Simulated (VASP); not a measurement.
# LiH: single point with r2SCAN

The system is LiH.

```
CELL_PARAMETERS angstrom
0.00000 2.07315 2.03250
2.03250 0.00000 2.03250
2.03250 2.07315 0.00000
ATOMIC_POSITIONS crystal
Li 0.00000 0.00000 0.00000
H 0.50000 0.50000 0.50000
```

This cell differs from its parent crystal: strain +0.0200 x Voigt [0, 1, 0, 0, 0, 0].

```yaml
Program: VASP 6.6.1
Task: single point
Functional: r2SCAN
Potentials_or_basis: VASP PAW PBE potentials, release 64 (Li_sv, H)
Cutoff: 520 eV
k_mesh: 10 × 10 × 10
Occupations: gaussian, width 0.05 eV
Spin: no spin polarisation
```

- Band gap on the k mesh: 3.40 eV (least direct gap 3.54 eV)

Levels at points of the mesh, in eV from the valence-band top:
```
           k point  band 1  band 2  band 3  band 4  band 5  band 6  band 7
(0.00, 0.00, 0.00)  -45.85   -5.26   16.74   18.62   18.62   18.81   22.94
(0.50, 0.00, 0.00)  -45.81   -2.51    5.46   14.31   17.33   17.71   18.92
(0.50, 0.50, 0.00)  -45.80    0.00    3.66   11.18   11.36   14.50   18.17
(0.50, 0.00, 0.50)  -45.80   -0.15    3.40   11.59   11.59   14.80   18.32
```

Wall time 74 s on 1 thread of Intel Xeon 8259CL, on a shared host, peak memory 0.14 GiB.

Caveat: the cell differs from its parent crystal (strain +0.0200 x Voigt [0, 1, 0, 0, 0, 0]). A k mesh can miss the band edges.
